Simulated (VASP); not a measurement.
# EuO (Fm-3m) in VASP: settings compared

The runs below take EuO through single point, with PBEsol+U, LDA+U, PBE+D3(BJ)+U.

All numbers are computed with VASP 6.6.1; they aren't measurements. Logs are shortened: lines on timing, memory, paths and dates and some standing lists are left out, and cuts for length are marked.

## (1) The cell of the first run

Symmetry: Fm-3m, No. 225, cubic system. Conventional cell: a = 5.151 Å, b = 5.151 Å, c = 5.151 Å, α = 90.00°, β = 90.00°, γ = 90.00°. Eu (site symmetry m-3m) has 6 O at 2.58 Å within 3.4 Å. O (site symmetry m-3m) has 6 Eu at 2.58 Å within 3.4 Å.

## (2) Single point, PBEsol+U, collinear spin (17.08 Å³/atom)

INCAR

```
SYSTEM = EuO
  PREC = Accurate
  ENCUT = 600
  EDIFF = 1E-6
  ISMEAR = 0
  SIGMA = 0.05
  LREAL = .FALSE.
  LASPH = .TRUE.
  NELM = 200
  ALGO = Normal
  ISIF = 2
  LWAVE = .FALSE.
  LCHARG = .FALSE.
  ISPIN = 2
  MAGMOM = 7.42 -0.1
  LORBIT = 11
  LMAXMIX = 6
  LDAU = .TRUE.
  LDAUTYPE = 2
  LDAUL = 3 -1
  LDAUU = 6 0
  LDAUJ = 0 0
  LDAUPRINT = 1
  GGA = PS
  NBANDS = 22
  GGA_COMPAT = .FALSE.
```

KPOINTS

```
Automatic mesh
0
G
  8 8 8
  0 0 0
```

POSCAR

```
EuO
1.0
    0.0000000000      2.5754608548      2.5754608548
    2.5754608548      0.0000000000      2.5754608548
    2.5754608548      2.5754608548      0.0000000000
Eu O
1 1
Direct
    0.5000000000      0.5000000000      0.5000000000
    0.0000000000      0.0000000000      0.0000000000
```

Potentials or basis: VASP PAW PBE potentials, release 64 (Eu, O).

On the command line:

```bash
$ cat potpaw_PBE.64/Eu/POTCAR potpaw_PBE.64/O/POTCAR > POTCAR
$ mpirun -np 1 vasp_std > vasp.out
```

OUTCAR:

```text
SYSTEM = EuO
   PREC = Accurate
   ENCUT = 600
   EDIFF = 1E-6
   ISMEAR = 0
   LREAL = .FALSE.
   LASPH = .TRUE.
   NELM = 200
   ISIF = 2
   ISPIN = 2
   LORBIT = 11
   GGA = PS

 ion  position               nearest neighbor table
   1  0.500  0.500  0.500-   2 2.58   2 2.58   2 2.58   2 2.58   2 2.58   2 2.58
   2  0.000  0.000  0.000-   1 2.58   1 2.58   1 2.58   1 2.58   1 2.58   1 2.58

  LATTYP: Found a face centered cubic cell.
 ALAT       =     5.1509217096

  Lattice vectors:

 A1 = (   0.0000000000,   2.5754608548,   2.5754608548)
 A2 = (   2.5754608548,   0.0000000000,   2.5754608548)
 A3 = (   2.5754608548,   2.5754608548,   0.0000000000)

Analysis of symmetry for initial positions (statically):
=====================================================================
 Subroutine PRICEL returns:
 Original cell was already a primitive cell.

 Routine SETGRP: Setting up the symmetry group for a
 face centered cubic supercell.

 Subroutine GETGRP returns: Found 48 space group operations
 (whereof 48 operations were pure point group operations)
 out of a pool of 48 trial point group operations.

The static configuration has the point symmetry O_h .

Analysis of symmetry for dynamics (positions and initial velocities):
=====================================================================
 Subroutine PRICEL returns:
 Original cell was already a primitive cell.

 Routine SETGRP: Setting up the symmetry group for a
 face centered cubic supercell.

 Subroutine GETGRP returns: Found 48 space group operations
 (whereof 48 operations were pure point group operations)
 out of a pool of 48 trial point group operations.

The dynamic configuration has the point symmetry O_h .

Analysis of structural, dynamic, and magnetic symmetry:
=====================================================================
 Subroutine PRICEL returns:
 Original cell was already a primitive cell.

 Routine SETGRP: Setting up the symmetry group for a
 face centered cubic supercell.

 Subroutine GETGRP returns: Found 48 space group operations
 (whereof 48 operations were pure point group operations)
 out of a pool of 48 trial point group operations.

The overall configuration has the point symmetry O_h .

 Subroutine INISYM returns: Found 48 space group operations
 (whereof 48 operations are pure point group operations),
 and found     1 'primitive' translations

----------------------------------------------------------------------------------------

                                     Primitive cell

  volume of cell :      34.1661

  direct lattice vectors                    reciprocal lattice vectors
     0.000000000  2.575460855  2.575460855    -0.194140012  0.194140012  0.194140012
     2.575460855  0.000000000  2.575460855     0.194140012 -0.194140012  0.194140012
     2.575460855  2.575460855  0.000000000     0.194140012  0.194140012 -0.194140012

  length of vectors
     3.642251670  3.642251670  3.642251670     0.336260364  0.336260364  0.336260364

  position of ions in fractional coordinates (direct lattice)
     0.500000000  0.500000000  0.500000000
     0.000000000  0.000000000  0.000000000

  ion indices of the primitive-cell ions
   primitive index   ion index
                 1           1
                 2           2

----------------------------------------------------------------------------------------

 KPOINTS: Automatic mesh

Automatic generation of k-mesh.
 Grid dimensions read from file:
 generate k-points for:    8    8    8

 Generating k-lattice:

[... 64 lines left out ...]
   NSW    =      0    number of steps for IOM
   IBRION =     -1    ionic relax: 0-MD 1-quasi-New 2-CG
   NFREE  =      0    steps in history (QN), initial steepest desc. (CG)
   ISIF   =      2    stress and relaxation
   ISYM   =      2    0-nonsym 1-usesym 2-fastsym
   POTIM  = 0.5000    time-step for ionic-motion
   TEBEG  =    0.0;   TEEND  =   0.0 temperature during run
   PSTRESS=    0.0 pullay stress
   NELECT =      23.0000    total number of electrons
   NUPDOWN=      -1.0000    fix difference up-down
   EMIN   =  10.00;   EMAX   =-10.00  energy-range for DOS
   EFERMI =   0.00;   METHOD = LEGACY
   ISMEAR =     0;   SIGMA  =   0.05  broadening in eV -4-tet -1-fermi 0-gaus
   EFERMI_NEDOS =   21; number of points for ismear=-14 and -15
   IALGO  =     38    algorithm
   IMIX   =      4    mixing-type and parameters
     AMIX     =   0.40;   BMIX     =  1.00
     AMIX_MAG =   1.60;   BMIX_MAG =  1.00
  volume/ion in A,a.u.               =      17.08       115.28
  Fermi-wavevector in a.u.,A,eV,Ry     =   1.434782  2.711344 28.008933  2.058598
  Thomas-Fermi vector in A             =   2.554152
   LORBIT       =     11    0 simple, 1 ext, 2 COOP (PROOUT), +10 PAW based schemes
 LDA+U is selected, type is set to LDAUTYPE =  2
   angular momentum for each species LDAUL =     3   -1
   U (eV)           for each species LDAUU =   6.0  0.0
   J (eV)           for each species LDAUJ =   0.0  0.0
   GGA     = PS    functional components
   LHFCALC =     F    Hartree Fock is set to
   AEXX    =    0.0000 exact exchange contribution
   IVDW    =     0    specifies the selected vdW correction
   LEPSILON=     F    determine dielectric tensor
   LRPA    =     F    only Hartree local field effects (RPA)
 spin polarized calculation
 Gauss-broadening in eV      SIGMA  =   0.05
  energy-cutoff  :      600.00
  volume of cell :       34.17
 maximum number of plane-waves:      1158
 NGX is ok and might be reduce to    30
   NGX = 15   NGY = 15   NGZ = 15

atom =   1  type =  1  l = 3

 onsite density matrix

spin component  1

  0.9720  0.0000 -0.0019  0.0000  0.0000 -0.0000 -0.0000
  0.0000  0.9610  0.0000 -0.0000 -0.0000  0.0000  0.0000
 -0.0019  0.0000  0.9730  0.0000 -0.0000  0.0000 -0.0000
  0.0000 -0.0000  0.0000  0.9706  0.0000 -0.0000  0.0000
  0.0000 -0.0000 -0.0000  0.0000  0.9730 -0.0000  0.0019
 -0.0000  0.0000  0.0000 -0.0000 -0.0000  0.9744  0.0000
 -0.0000  0.0000 -0.0000  0.0000  0.0019  0.0000  0.9720

spin component  2

  0.0032 -0.0000  0.0015  0.0000 -0.0000  0.0000  0.0000
 -0.0000 -0.0000  0.0000 -0.0000  0.0000 -0.0000  0.0000
  0.0015  0.0000  0.0024 -0.0000  0.0000 -0.0000 -0.0000
  0.0000 -0.0000 -0.0000  0.0044 -0.0000  0.0000  0.0000
 -0.0000  0.0000  0.0000 -0.0000  0.0024  0.0000 -0.0015
  0.0000 -0.0000 -0.0000  0.0000  0.0000  0.0012 -0.0000
  0.0000  0.0000 -0.0000  0.0000 -0.0015 -0.0000  0.0032

 occupancies and eigenvectors

  o = -0.0000  v =  0.0000  0.0000  0.0000  0.0000  0.0000  0.0000  0.0000  0.0000  1.0000 -0.0000 -0.0000 -0.0000  0.0000 -0.0000      0.0000  0.0000  0.0000  0.0000  0.0000  0.0000  0.0000  0.0000  0.0000  0.0000  0.0000  0.0000  0.0000  0.0000
  o =  0.0012  v =  0.0000  0.0000  0.0000  0.0000  0.0000  0.0000  0.0000 -0.6124  0.0000  0.7906  0.0000  0.0004  0.0021  0.0003      0.0000  0.0000  0.0000  0.0000  0.0000  0.0000  0.0000  0.0000  0.0000  0.0000  0.0000  0.0000  0.0000  0.0000
  o =  0.0012  v =  0.0000  0.0000  0.0000  0.0000  0.0000  0.0000  0.0000 -0.0013  0.0000  0.0016  0.0000  0.0517 -0.9979  0.0400      0.0000  0.0000  0.0000  0.0000  0.0000  0.0000  0.0000  0.0000  0.0000  0.0000  0.0000  0.0000  0.0000  0.0000
  o =  0.0012  v =  0.0000  0.0000  0.0000  0.0000  0.0000  0.0000  0.0000  0.0004  0.0000 -0.0005 -0.0000  0.7889  0.0653  0.6111      0.0000  0.0000  0.0000  0.0000  0.0000  0.0000  0.0000  0.0000  0.0000  0.0000  0.0000  0.0000  0.0000  0.0000
  o =  0.0044  v =  0.0000  0.0000  0.0000  0.0000  0.0000  0.0000  0.0000  0.7905 -0.0000  0.6123 -0.0133  0.0014 -0.0000 -0.0018      0.0000  0.0000  0.0000  0.0000  0.0000  0.0000  0.0000  0.0000  0.0000  0.0000  0.0000  0.0000  0.0000  0.0000
  o =  0.0044  v =  0.0000  0.0000  0.0000  0.0000  0.0000  0.0000  0.0000  0.0105 -0.0000  0.0081  0.9999  0.0022  0.0000 -0.0029      0.0000  0.0000  0.0000  0.0000  0.0000  0.0000  0.0000  0.0000  0.0000  0.0000  0.0000  0.0000  0.0000  0.0000
  o =  0.0044  v =  0.0000  0.0000  0.0000  0.0000  0.0000  0.0000  0.0000  0.0019 -0.0000  0.0015  0.0036 -0.6124 -0.0000  0.7906      0.0000  0.0000  0.0000  0.0000  0.0000  0.0000  0.0000  0.0000  0.0000  0.0000  0.0000  0.0000  0.0000  0.0000
  o =  0.9610  v = -0.0000 -1.0000 -0.0000 -0.0000 -0.0000 -0.0000  0.0000  0.0000  0.0000  0.0000  0.0000  0.0000  0.0000  0.0000      0.0000  0.0000  0.0000  0.0000  0.0000  0.0000  0.0000  0.0000  0.0000  0.0000  0.0000  0.0000  0.0000  0.0000
  o =  0.9706  v = -0.0037 -0.0000 -0.0029 -0.0848  0.6102  0.0000 -0.7877  0.0000  0.0000  0.0000  0.0000  0.0000  0.0000  0.0000      0.0000  0.0000  0.0000  0.0000  0.0000  0.0000  0.0000  0.0000  0.0000  0.0000  0.0000  0.0000  0.0000  0.0000
  o =  0.9706  v =  0.7905 -0.0000  0.6123 -0.0096  0.0024 -0.0000 -0.0031  0.0000  0.0000  0.0000  0.0000  0.0000  0.0000  0.0000      0.0000  0.0000  0.0000  0.0000  0.0000  0.0000  0.0000  0.0000  0.0000  0.0000  0.0000  0.0000  0.0000  0.0000
  o =  0.9706  v =  0.0073 -0.0000  0.0056  0.9963  0.0520 -0.0000 -0.0671  0.0000  0.0000  0.0000  0.0000  0.0000  0.0000  0.0000      0.0000  0.0000  0.0000  0.0000  0.0000  0.0000  0.0000  0.0000  0.0000  0.0000  0.0000  0.0000  0.0000  0.0000
  o =  0.9744  v = -0.0006 -0.0000  0.0008  0.0000  0.7880 -0.0801  0.6104  0.0000  0.0000  0.0000  0.0000  0.0000  0.0000  0.0000      0.0000  0.0000  0.0000  0.0000  0.0000  0.0000  0.0000  0.0000  0.0000  0.0000  0.0000  0.0000  0.0000  0.0000
  o =  0.9744  v = -0.6124 -0.0000  0.7905 -0.0000 -0.0013 -0.0082 -0.0010  0.0000  0.0000  0.0000  0.0000  0.0000  0.0000  0.0000      0.0000  0.0000  0.0000  0.0000  0.0000  0.0000  0.0000  0.0000  0.0000  0.0000  0.0000  0.0000  0.0000  0.0000
  o =  0.9744  v = -0.0051 -0.0000  0.0066  0.0000  0.0633  0.9968  0.0490  0.0000  0.0000  0.0000  0.0000  0.0000  0.0000  0.0000      0.0000  0.0000  0.0000  0.0000  0.0000  0.0000  0.0000  0.0000  0.0000  0.0000  0.0000  0.0000  0.0000  0.0000

 number of electron      22.9999999 magnetization       7.0000327

 Free energy of the ion-electron system (eV)
  ---------------------------------------------------
  ext. energy  EPLUGINS =         0.00000000
  ---------------------------------------------------
  free energy    TOTEN  =       -21.74843656 eV

  energy without entropy =      -21.74827650  energy(sigma->0) =      -21.74835653

 E-fermi :   3.4436     XC(G=0): -10.9969

 val. band max:        3.3868621464   @ k =   0.1250   0.1250   0.0000
 cond. band min:       3.4702005356   @ k =   0.0000   0.0000   0.0000
 fundamental gap:      0.0833383892
 Fermi energy:         3.4436470837

 spin component 1

 k-point     1 :       0.0000    0.0000    0.0000
  band No.  band energies     occupation
      1     -36.1952      1.00000
      2     -14.7629      1.00000
      3     -14.7629      1.00000
      4     -14.7629      1.00000
      5     -14.0774      1.00000
      6       0.4518      1.00000
[... 1193 lines left out ...]
     21      15.3681      0.00000
     22      15.4837      0.00000

 [... further k-points ...]

------------------------ aborting loop because EDIFF is reached ----------------------------------------

  FORCE on cell =-STRESS in cart. coord.  units (eV):
  Direction    XX          YY          ZZ          XY          YZ          ZX
  --------------------------------------------------------------------------------------
  -------------------------------------------------------------------------------------
  Total       -0.8598262     -0.8598262     -0.8598262      0.0000000      0.0000000      0.0000000
  in kB      -40.3205443    -40.3205443    -40.3205443      0.0000000      0.0000000      0.0000000
  external PRESSURE =     -40.3205443 kB  Pullay stress =       0.0000000 kB

 VOLUME and BASIS-vectors are now :
 -----------------------------------------------------------------------------
  energy-cutoff  :      600.00
  volume of cell :       34.17
      direct lattice vectors                 reciprocal lattice vectors
     0.000000000  2.575460855  2.575460855    -0.194140012  0.194140012  0.194140012
     2.575460855  0.000000000  2.575460855     0.194140012 -0.194140012  0.194140012
     2.575460855  2.575460855  0.000000000     0.194140012  0.194140012 -0.194140012

 POSITION                                       TOTAL-FORCE (eV/Angst)
 -----------------------------------------------------------------------------------
      2.57546      2.57546      2.57546        -0.000000      0.000000      0.000000
      0.00000      0.00000      0.00000         0.000000      0.000000     -0.000000
 -----------------------------------------------------------------------------------
    total drift:                                0.000000     -0.000000      0.000000

  FREE ENERGIE OF THE ION-ELECTRON SYSTEM (eV)
  ---------------------------------------------------
  free  energy   TOTEN  =       -21.7484365586 eV

  energy  without entropy=      -21.7482764986  energy(sigma->0) =      -21.74835653

 total charge

# of ion       s       p       d       f       tot
--------------------------------------------------
    1        2.028   5.766   0.307   6.804  14.906
    2        1.546   3.383   0.000   0.000   4.929
--------------------------------------------------
tot          3.575   9.149   0.307   6.804  19.835

 magnetization (x)

# of ion       s       p       d       f       tot
--------------------------------------------------
    1       -0.011  -0.100   0.074   6.771   6.733
    2       -0.005  -0.095   0.000   0.000  -0.101
--------------------------------------------------
tot         -0.017  -0.195   0.074   6.771   6.633
```

Run time: 41 s. Hardware: 1 thread of AMD EPYC 9R45 (Zen 5), shared host; peak memory 0.2 GiB.

Results:

```
Free energy                                           : -21.7484 eV
Pressure                                              : -4.0 GPa
Band gap on the k mesh                                : zero (filled and empty bands overlap)
Net moment                                            : 7.00 μB per cell
Site moments                                          : Eu +6.73; O -0.10 μB
Valence electrons inside the program's atomic spheres : Eu 14.91; O 4.93
```

Levels at points of the mesh, in eV from the Fermi level:
Spin up:
```csv
k point,band 11,band 12,band 13,band 14,band 15,band 16,band 17,band 18,band 19,band 20
"(0.00, 0.00, 0.00)",-0.48,-0.48,0.03,0.03,0.03,0.75,2.87,2.87,2.87,5.12
"(0.50, 0.00, 0.00)",-0.71,-0.50,-0.50,-0.47,-0.47,3.46,5.65,5.65,5.82,8.96
"(0.50, 0.50, 0.00)",-0.59,-0.59,-0.47,-0.14,-0.14,-0.11,4.60,7.04,7.67,7.99
```
Spin down:
```csv
k point,band 6,band 7,band 8,band 9,band 10,band 11
"(0.00, 0.00, 0.00)",-2.61,-2.61,-2.61,1.55,3.84,3.84
"(0.50, 0.00, 0.00)",-4.73,-3.76,-3.76,4.08,6.25,6.68
"(0.50, 0.50, 0.00)",-2.69,-2.57,-2.57,0.76,5.48,7.71
```

Eigenvalues of the final occupation matrices:
| site | spin | trace | eigenvalues |
| --- | --- | --- | --- |
| site 1 f | 1 | 6.80 | 0.96 0.97 0.97 0.97 0.97 0.97 0.97 |
| site 1 f | 2 | 0.02 | 0.00 0.00 0.00 0.00 0.00 0.00 0.00 |

Caveat: the cell stands under tension; the PAW data sets were made with another functional, which shifts forces and pressure a little; spin-orbit coupling is left out, which moves the levels of the heavy elements; a cell with one magnetic atom can't hold antiferromagnetic order, which such compounds often take.

(Part 1 of 2 ends here.)

The gap in the log of VASP goes by the Fermi energy; the results here count the filled bands.